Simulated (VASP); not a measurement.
# TiBr (F-43m) in VASP: notebook

TiBr is run at these levels: PBE; tasks: single point.

Program: VASP 6.6.1. These are calculated values, not measurements. Logs are shortened: lines on timing, memory, paths and dates and some standing lists are left out, and cuts for length are marked.

**1. The cell of the first run**

Symmetry: F-43m, No. 216, cubic system. The conventional cell has a = 5.823 Å, b = 5.823 Å, c = 5.823 Å, α = 90.00°, β = 90.00°, γ = 90.00°. Ti (site symmetry -43m) has 4 Br at 2.52 Å within 3.3 Å. Within 3.3 Å of Br (site symmetry -43m) lie 4 Ti at 2.52 Å.

**2. Single point, PBE, collinear spin**

INCAR reads:

```
ALGO = Normal
EDIFF = 1E-6
ENCUT = 520
GGA = PE
ISIF = 2
ISMEAR = 0
ISPIN = 2
LASPH = T
LCHARG = F
LMAXMIX = 4
LORBIT = 11
LREAL = F
LWAVE = F
MAGMOM = 1 0
NBANDS = 20
NELM = 150
PREC = Accurate
SIGMA = 0.1
```

KPOINTS reads:

```
k-points
0
Gamma
  6 6 6
```

POSCAR reads:

```
TiBr
1.0
    0.0000000000      2.9113141761      2.9113141761
    2.9113141761      0.0000000000      2.9113141761
    2.9113141761      2.9113141761      0.0000000000
Ti Br
1 1
Direct
    0.0000000000      0.0000000000      0.0000000000
    0.7500000000      0.7500000000      0.7500000000
```

Potentials or basis: VASP PAW PBE potentials, release 64 (Ti_sv, Br).

Command:

```console
$ cat potpaw_PBE.64/Ti_sv/POTCAR potpaw_PBE.64/Br/POTCAR > POTCAR
$ mpirun -np 1 vasp_std > vasp.out
```

OUTCAR:

```text
EDIFF = 1E-6
   ENCUT = 520
   GGA = PE
   ISIF = 2
   ISMEAR = 0
   ISPIN = 2
   LASPH = T
   LORBIT = 11
   LREAL = F
   NELM = 150
   PREC = Accurate

 ion  position               nearest neighbor table
   1  0.000  0.000  0.000-   2 2.52   2 2.52   2 2.52   2 2.52
   2  0.750  0.750  0.750-   1 2.52   1 2.52   1 2.52   1 2.52

  LATTYP: Found a face centered cubic cell.
 ALAT       =     5.8226283522

  Lattice vectors:

 A1 = (   0.0000000000,   2.9113141761,   2.9113141761)
 A2 = (   2.9113141761,   0.0000000000,   2.9113141761)
 A3 = (   2.9113141761,   2.9113141761,   0.0000000000)

Analysis of symmetry for initial positions (statically):
=====================================================================
 Subroutine PRICEL returns:
 Original cell was already a primitive cell.

 Routine SETGRP: Setting up the symmetry group for a
 face centered cubic supercell.

 Subroutine GETGRP returns: Found 24 space group operations
 (whereof 24 operations were pure point group operations)
 out of a pool of 48 trial point group operations.

The static configuration has the point symmetry T_d .

Analysis of symmetry for dynamics (positions and initial velocities):
=====================================================================
 Subroutine PRICEL returns:
 Original cell was already a primitive cell.

 Routine SETGRP: Setting up the symmetry group for a
 face centered cubic supercell.

 Subroutine GETGRP returns: Found 24 space group operations
 (whereof 24 operations were pure point group operations)
 out of a pool of 48 trial point group operations.

The dynamic configuration has the point symmetry T_d .

Analysis of structural, dynamic, and magnetic symmetry:
=====================================================================
 Subroutine PRICEL returns:
 Original cell was already a primitive cell.

 Routine SETGRP: Setting up the symmetry group for a
 face centered cubic supercell.

 Subroutine GETGRP returns: Found 24 space group operations
 (whereof 24 operations were pure point group operations)
 out of a pool of 48 trial point group operations.

The overall configuration has the point symmetry T_d .

 Subroutine INISYM returns: Found 24 space group operations
 (whereof 24 operations are pure point group operations),
 and found     1 'primitive' translations

----------------------------------------------------------------------------------------

                                     Primitive cell

  volume of cell :      49.3511

  direct lattice vectors                    reciprocal lattice vectors
     0.000000000  2.911314176  2.911314176    -0.171743745  0.171743745  0.171743745
     2.911314176  0.000000000  2.911314176     0.171743745 -0.171743745  0.171743745
     2.911314176  2.911314176  0.000000000     0.171743745  0.171743745 -0.171743745

  length of vectors
     4.117219992  4.117219992  4.117219992     0.297468893  0.297468893  0.297468893

  position of ions in fractional coordinates (direct lattice)
     0.000000000  0.000000000  0.000000000
     0.750000000  0.750000000  0.750000000

  ion indices of the primitive-cell ions
   primitive index   ion index
                 1           1
                 2           2

----------------------------------------------------------------------------------------

 KPOINTS: k-points

Automatic generation of k-mesh.
 Grid dimensions read from file:
 generate k-points for:    6    6    6

 Generating k-lattice:

  Cartesian coordinates                     Fractional coordinates (reciprocal lattice)
    -0.028623958  0.028623958  0.028623958     0.166666667  0.000000000  0.000000000
     0.028623958 -0.028623958  0.028623958     0.000000000  0.166666667  0.000000000
     0.028623958  0.028623958 -0.028623958     0.000000000  0.000000000  0.166666667

  Length of vectors
     0.049578149  0.049578149  0.049578149

  Shift w.r.t. Gamma in fractional coordinates (k-lattice)
     0.000000000  0.000000000  0.000000000

 Subroutine IBZKPT returns following result:
 ===========================================

 Found     16 irreducible k-points:

 Following reciprocal coordinates:
            Coordinates               Weight
  0.000000  0.000000  0.000000      1.000000
  0.166667  0.000000  0.000000      8.000000
  0.333333  0.000000  0.000000      8.000000
  0.500000  0.000000  0.000000      4.000000
  0.166667  0.166667  0.000000      6.000000
  0.333333  0.166667  0.000000     24.000000
[... 8 lines left out ...]
 -0.333333  0.333333  0.166667     24.000000
 -0.333333  0.500000  0.166667     12.000000
   k-points           NKPTS =     16   k-points in BZ     NKDIM =     16   number of bands    NBANDS=     20
   number of dos      NEDOS =    301   number of ions     NIONS =      2
   total plane-waves  NPLWV =  32768
   dimension x,y,z NGX =    32 NGY =   32 NGZ =   32
   dimension x,y,z NGXF=    64 NGYF=   64 NGZF=   64
   ions per type =               1   1
   NGX,Y,Z   is equivalent  to a cutoff of  12.92, 12.92, 12.92 a.u.
   NGXF,Y,Z  is equivalent  to a cutoff of  25.84, 25.84, 25.84 a.u.
 SYSTEM =  unknown system
   PREC   = accura    normal or accurate (medium, high low for compatibility)
   ISTART =      0    job   : 0-new  1-cont  2-samecut
   ICHARG =      2    charge: 1-file 2-atom 10-const
   ISPIN  =      2    spin polarized calculation?
   LNONCOLLINEAR =      F non collinear calculations
   LSORBIT =      F    spin-orbit coupling
   LASPH  =      T    aspherical Exc in radial PAW
   ENCUT  =  520.0 eV  38.22 Ry    6.18 a.u.   7.66  7.66  7.66*2*pi/ulx,y,z
   NELM   =    150;   NELMIN=  2; NELMDL= -5     # of ELM steps
   EDIFF  = 0.1E-05   stopping-criterion for ELM
   LREAL  =      F    real-space projection
   EDIFFG = 0.1E-04   stopping-criterion for IOM
   NSW    =      0    number of steps for IOM
   IBRION =     -1    ionic relax: 0-MD 1-quasi-New 2-CG
   NFREE  =      0    steps in history (QN), initial steepest desc. (CG)
   ISIF   =      2    stress and relaxation
   ISYM   =      2    0-nonsym 1-usesym 2-fastsym
   POTIM  = 0.5000    time-step for ionic-motion
   TEBEG  =    0.0;   TEEND  =   0.0 temperature during run
   PSTRESS=    0.0 pullay stress
   NELECT =      19.0000    total number of electrons
   NUPDOWN=      -1.0000    fix difference up-down
   EMIN   =  10.00;   EMAX   =-10.00  energy-range for DOS
   EFERMI =   0.00;   METHOD = LEGACY
   ISMEAR =     0;   SIGMA  =   0.10  broadening in eV -4-tet -1-fermi 0-gaus
   EFERMI_NEDOS =   21; number of points for ismear=-14 and -15
   IALGO  =     38    algorithm
   IMIX   =      4    mixing-type and parameters
     AMIX     =   0.40;   BMIX     =  1.00
     AMIX_MAG =   1.60;   BMIX_MAG =  1.00
  volume/ion in A,a.u.               =      24.68       166.52
  Fermi-wavevector in a.u.,A,eV,Ry     =   1.190950  2.250570 19.297994  1.418363
  Thomas-Fermi vector in A             =   2.327023
   LORBIT       =     11    0 simple, 1 ext, 2 COOP (PROOUT), +10 PAW based schemes
   GGA     = PE    functional components
   LHFCALC =     F    Hartree Fock is set to
   AEXX    =    0.0000 exact exchange contribution
   IVDW    =     0    specifies the selected vdW correction
   LEPSILON=     F    determine dielectric tensor
   LRPA    =     F    only Hartree local field effects (RPA)
 spin polarized calculation
 Gauss-broadening in eV      SIGMA  =   0.10
  energy-cutoff  :      520.00
  volume of cell :       49.35
 maximum number of plane-waves:      1363
 NGX is ok and might be reduce to    32
   NGX = 15   NGY = 15   NGZ = 15

 number of electron      18.9999994 magnetization       2.1572102

 Free energy of the ion-electron system (eV)
  ---------------------------------------------------
  ext. energy  EPLUGINS =         0.00000000
  ---------------------------------------------------
  free energy    TOTEN  =        -9.31998822 eV

  energy without entropy =       -9.30595760  energy(sigma->0) =       -9.31297291

 E-fermi :   5.8450     XC(G=0):  -9.3449

 val. band max:        5.8292654591   @ k =   0.5000   0.3333   0.0000
 cond. band min:       5.8670573292   @ k =  -0.3333   0.5000   0.1667
 fundamental gap:      0.0377918702
 Fermi energy:         5.8449840596

 spin component 1

 k-point     1 :       0.0000    0.0000    0.0000
  band No.  band energies     occupation
      1     -51.6656      1.00000
      2     -28.0332      1.00000
      3     -28.0332      1.00000
      4     -28.0332      1.00000
      5     -12.5128      1.00000
      6      -0.4263      1.00000
[... 12 lines left out ...]
     19      16.1612      0.00000
     20      16.2970      0.00000
[... 323 lines left out ...]
 k-point    16 :      -0.3333    0.5000    0.1667
  band No.  band energies     occupation
      1     -51.6633      1.00000
      2     -28.0662      1.00000
      3     -28.0476      1.00000
      4     -28.0443      1.00000
      5     -12.0702      1.00000
      6      -1.4635      1.00000
[... 12 lines left out ...]
     19      16.8319      0.00000
     20      16.9736      0.00000
 Fermi energy:         5.8449840596

 spin component 2

 k-point     1 :       0.0000    0.0000    0.0000
  band No.  band energies     occupation
      1     -50.2161      1.00000
      2     -26.5755      1.00000
      3     -26.5755      1.00000
      4     -26.5755      1.00000
      5     -12.4247      1.00000
      6      -0.1956      1.00000
[... 12 lines left out ...]
     19      16.8484      0.00000
     20      16.8485      0.00000
[... 323 lines left out ...]
 k-point    16 :      -0.3333    0.5000    0.1667
  band No.  band energies     occupation
      1     -50.2137      1.00000
      2     -26.6138      1.00000
      3     -26.5913      1.00000
      4     -26.5877      1.00000
      5     -12.0120      1.00000
      6      -1.1296      1.00000
[... 12 lines left out ...]
     19      17.2577      0.00000
     20      17.5492      0.00000

------------------------ aborting loop because EDIFF is reached ----------------------------------------

  FORCE on cell =-STRESS in cart. coord.  units (eV):
  Direction    XX          YY          ZZ          XY          YZ          ZX
  --------------------------------------------------------------------------------------
  -------------------------------------------------------------------------------------
  Total        1.0400872      1.0400872      1.0400872     -0.0000000      0.0000000     -0.0000000
  in kB       33.7662707     33.7662707     33.7662707     -0.0000000      0.0000000     -0.0000000
  external PRESSURE =      33.7662707 kB  Pullay stress =       0.0000000 kB

 VOLUME and BASIS-vectors are now :
 -----------------------------------------------------------------------------
  energy-cutoff  :      520.00
  volume of cell :       49.35
      direct lattice vectors                 reciprocal lattice vectors
     0.000000000  2.911314176  2.911314176    -0.171743745  0.171743745  0.171743745
     2.911314176  0.000000000  2.911314176     0.171743745 -0.171743745  0.171743745
     2.911314176  2.911314176  0.000000000     0.171743745  0.171743745 -0.171743745

 POSITION                                       TOTAL-FORCE (eV/Angst)
 -----------------------------------------------------------------------------------
      0.00000      0.00000      0.00000         0.000000     -0.000000      0.000000
      4.36697      4.36697      4.36697        -0.000000      0.000000     -0.000000
 -----------------------------------------------------------------------------------
    total drift:                                0.000000      0.000000      0.000000

  FREE ENERGIE OF THE ION-ELECTRON SYSTEM (eV)
  ---------------------------------------------------
  free  energy   TOTEN  =        -9.3199882188 eV

  energy  without entropy=       -9.3059575979  energy(sigma->0) =       -9.31297291

 total charge

# of ion       s       p       d       tot
------------------------------------------
    1        2.118   6.052   2.157  10.327
    2        1.599   3.276   0.095   4.971
--------------------------------------------------
tot          3.717   9.328   2.253  15.298

 magnetization (x)

# of ion       s       p       d       tot
------------------------------------------
    1        0.024   0.017   1.512   1.553
    2       -0.001  -0.035   0.058   0.022
--------------------------------------------------
tot          0.023  -0.018   1.569   1.575
```

It took 23 s on 1 thread of Intel Xeon 6975P-C (Granite Rapids), shared host; peak memory 0.2 GiB.

Results:

* Free energy: -9.3200 eV
* Pressure: 3.4 GPa
* Net moment: 2.16 μB per cell
* Site moments: Ti +1.55; Br +0.02 μB
* Valence electrons inside the program's atomic spheres: Ti 10.33; Br 4.97

Levels at points of the mesh, in eV from the Fermi level:
Spin up:
| k point | band 8 | band 9 | band 10 | band 11 | band 12 | band 13 | band 14 | band 15 |
| --- | --- | --- | --- | --- | --- | --- | --- | --- |
| (0.00, 0.00, 0.00) | -6.27 | -1.06 | -0.47 | -0.47 | 2.24 | 2.24 | 2.24 | 5.31 |
| (0.50, 0.00, 0.00) | -6.19 | -0.27 | -0.27 | -0.05 | 1.16 | 1.16 | 1.82 | 5.11 |
| (0.50, 0.50, 0.00) | -6.21 | -1.45 | -0.51 | 0.13 | 0.67 | 0.67 | 3.41 | 4.91 |
Spin down:
| k point | band 6 | band 7 | band 8 | band 9 | band 10 | band 11 |
| --- | --- | --- | --- | --- | --- | --- |
| (0.00, 0.00, 0.00) | -6.04 | -6.04 | -6.04 | -0.34 | 1.35 | 1.35 |
| (0.50, 0.00, 0.00) | -7.23 | -5.96 | -5.96 | 0.87 | 1.49 | 1.49 |
| (0.50, 0.50, 0.00) | -7.25 | -6.00 | -6.00 | -0.67 | 1.03 | 1.67 |

Caveat: the cell stands under pressure; semilocal functionals often make such compounds metallic where correlation or magnetic order opens a gap, which also shifts bond lengths.

**3. Single point, PBE, collinear spin**

This run uses another cell than the first one, of 26.87 Å³/atom.

INCAR reads:

```
SYSTEM = TiBr
ALGO = Normal
EDIFF = 1E-6
ENCUT = 520
GGA = PE
ISIF = 2
ISMEAR = 0
ISPIN = 2
LASPH = .True.
LCHARG = .False.
LMAXMIX = 4
LORBIT = 11
LREAL = .False.
LWAVE = .False.
MAGMOM = 1.58 0
NBANDS = 20
NELM = 150
PREC = Accurate
SIGMA = 0.1
```

KPOINTS reads:

```
k-points
0
Gamma
  16 16 16
  0 0 0
```

POSCAR reads:

```
TiBr
1.0
    0.0000000000      2.9951997847      2.9951997847
    2.9951997847      0.0000000000      2.9951997847
    2.9951997847      2.9951997847      0.0000000000
Ti Br
1 1
Direct
    0.0000000000      0.0000000000      0.0000000000
    0.7500000000      0.7500000000      0.7500000000
```

Potentials or basis: VASP PAW PBE potentials, release 64 (Ti_sv, Br).

Command:

```console
$ cat potpaw_PBE.64/Ti_sv/POTCAR potpaw_PBE.64/Br/POTCAR > POTCAR
$ mpirun -np 1 vasp_std > vasp.out
```

Run time: 2 min. Hardware: 1 thread of Intel Xeon 6975P-C (Granite Rapids), shared host; peak memory 0.37 GiB.

It converged, with:

* Free energy: -9.3504 eV
* Pressure: 0.1 GPa
* Net moment: 2.48 μB per cell
* Site moments: Ti +1.74; Br +0.01 μB
* Valence electrons inside the program's atomic spheres: Ti 10.28; Br 4.93

Levels at points of the mesh, in eV from the Fermi level:
Spin up:
```csv
k point,band 9,band 10,band 11,band 12,band 13,band 14
"(0.00, 0.00, 0.00)",-1.36,-0.51,-0.51,1.92,1.92,1.92
"(0.50, 0.00, 0.00)",-0.34,-0.34,-0.10,0.99,0.99,1.48
"(0.50, 0.50, 0.00)",-1.36,-0.58,0.01,0.58,0.58,2.96
```
Spin down:
```
           k point  band 6  band 7  band 8  band 9  band 10  band 11
(0.00, 0.00, 0.00)   -5.87   -5.87   -5.87   -0.43     1.51     1.51
(0.50, 0.00, 0.00)   -6.97   -5.82   -5.82    0.99     1.63     1.63
(0.50, 0.50, 0.00)   -6.97   -5.89   -5.89   -0.36     1.13     1.74
```

Caveat: semilocal functionals often make such compounds metallic where correlation or magnetic order opens a gap, which also shifts bond lengths.

**4. Single point, PBE, collinear spin**

This run uses another cell than the first one, of 26.87 Å³/atom.

INCAR reads:

```
PREC = Accurate
ENCUT = 520
EDIFF = 1E-6
ISMEAR = 0
SIGMA = 0.1
LREAL = False
LASPH = True
NELM = 150
ALGO = Normal
ISIF = 2
LWAVE = False
LCHARG = False
ISPIN = 2
MAGMOM = 1.81 0
LORBIT = 11
LMAXMIX = 4
GGA = PE
NBANDS = 20
```

KPOINTS reads:

```
regular mesh
0
Gamma
  16 16 16
```

POSCAR is that of step 3.

Command:

```console
$ cat potpaw_PBE.64/Ti_sv/POTCAR potpaw_PBE.64/Br/POTCAR > POTCAR
$ mpirun -np 1 vasp_std > vasp.out
```

Wall time 86 s (1 thread of Intel Xeon 6975P-C (Granite Rapids), shared host); peak memory 0.37 GiB.

It converged, with:

```yaml
Free_energy: -9.3504 eV
Pressure: 0.1 GPa
Net_moment: 2.48 μB per cell
Site_moments: Ti +1.74; Br +0.01 μB
Valence_electrons_inside_the_program's_atomic_spheres: Ti 10.28; Br 4.93
```

Levels at points of the mesh, in eV from the Fermi level:
Spin up:
```tsv
k point	band 8	band 9	band 10	band 11	band 12	band 13	band 14	band 15
(0.00, 0.00, 0.00)	-6.10	-1.36	-0.51	-0.51	1.92	1.92	1.92	4.96
(0.50, 0.00, 0.00)	-6.05	-0.34	-0.34	-0.10	0.99	0.99	1.48	4.51
(0.50, 0.50, 0.00)	-6.10	-1.36	-0.58	0.01	0.58	0.58	2.96	4.46
```
Spin down:
| k point | band 5 | band 6 | band 7 | band 8 | band 9 | band 10 | band 11 | band 12 |
| --- | --- | --- | --- | --- | --- | --- | --- | --- |
| (0.00, 0.00, 0.00) | -18.05 | -5.87 | -5.87 | -5.87 | -0.43 | 1.51 | 1.51 | 2.94 |
| (0.50, 0.00, 0.00) | -17.81 | -6.97 | -5.82 | -5.82 | 0.99 | 1.63 | 1.63 | 2.07 |
| (0.50, 0.50, 0.00) | -17.73 | -6.97 | -5.89 | -5.89 | -0.36 | 1.13 | 1.74 | 1.74 |

Caveat: semilocal functionals often make such compounds metallic where correlation or magnetic order opens a gap, which also shifts bond lengths.
